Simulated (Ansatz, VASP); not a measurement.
Two plane-wave programs on ZnSn4N

File INCAR:

```
PREC = Accurate
ENCUT = 600
EDIFF = 1E-6
ISMEAR = 0
SIGMA = 0.1
LREAL = F
LASPH = T
NELM = 100
ALGO = Normal
ISIF = 3
LWAVE = F
LCHARG = F
GGA = PE
IBRION = 2
NSW = 90
EDIFFG = -0.04
```

KPOINTS

```
Automatic mesh
0
Gamma
  6 6 2
```

Contents of POSCAR:

```
ZnSn4N
1.0
    3.3245513500      0.0000000000      0.0000000000
   -1.6622756700      2.8791459200      0.0000000000
    0.0000000000      0.0000000000     13.2644084200
Zn Sn N
1 4 1
Direct
    0.6666666700      0.3333333300      0.0000000000
    0.3333333300      0.6666666700      0.6259580300
    0.0000000000      0.0000000000      0.8781179800
    0.0000000000      0.0000000000      0.1218820200
    0.3333333300      0.6666666700      0.3740419700
    0.6666666700      0.3333333300      0.5000000000
```

Input for Ansatz:

```yaml
crystal:
  lattice:
    - [3.32455135, 0.0, 0.0]
    - [-1.66227567, 2.87914592, 0.0]
    - [0.0, 0.0, 13.26440842]
  atoms:
    - { symbol: Zn, position: [0.66666667, 0.33333333, 0.0] }
    - { symbol: Sn, position: [0.33333333, 0.66666667, 0.62595803] }
    - { symbol: Sn, position: [0.0, 0.0, 0.87811798] }
    - { symbol: Sn, position: [0.0, 0.0, 0.12188202] }
    - { symbol: Sn, position: [0.33333333, 0.66666667, 0.37404197] }
    - { symbol: "N", position: [0.66666667, 0.33333333, 0.5] }
basis:
  ecutwfc: 420
kpoints:
  mp_grid: { grid: [6, 6, 2] }
hamiltonian:
  xc: pbe
scf:
  occupations: { method: gaussian, width: 0.1 }
  lower_state_search: "off"
output:
  forces: true
  stress: true
  eigenvalues: true
relax:
  adjacent_minimum: "off"
  f_tol: 0.04
  max_steps: 70
  cell: { stress_tol: 0.4 }
```

Change from the starting cell: species swapped into the TaWSe4 type (P-6m2, No. 187).

Alike in both runs: task relaxation of cell and atoms; functional PBE; k mesh 6 × 6 × 2; occupations gaussian, width 0.1 eV; no spin polarisation.

```csv
,VASP,Ansatz
version,VASP 6.6.1,Ansatz 0.2.0
potentials or method,"VASP PAW PBE potentials, release 64 (Zn, Sn_d, N), cutoff 600 eV","scalar-relativistic, plane waves, PAW"
valence electrons in the cell,73,73
```

```tsv
	VASP	Ansatz	Ansatz less VASP
gap on the k mesh at the Fermi level, each at its own relaxed structure (eV)	none	none	-
relaxed volume (Å³/atom)	22.44	22.16	-0.281
relaxed length of the cell vector where the two differ most in proportion (Å)	14.633	12.668	-1.9651
```

A gap of «none» marks a metal or a gap that the smearing closes. One of these differences is far larger than is usual between the two programs; its cause wasn't traced.

The k mesh is coarse, so the values compare programs but aren't converged.
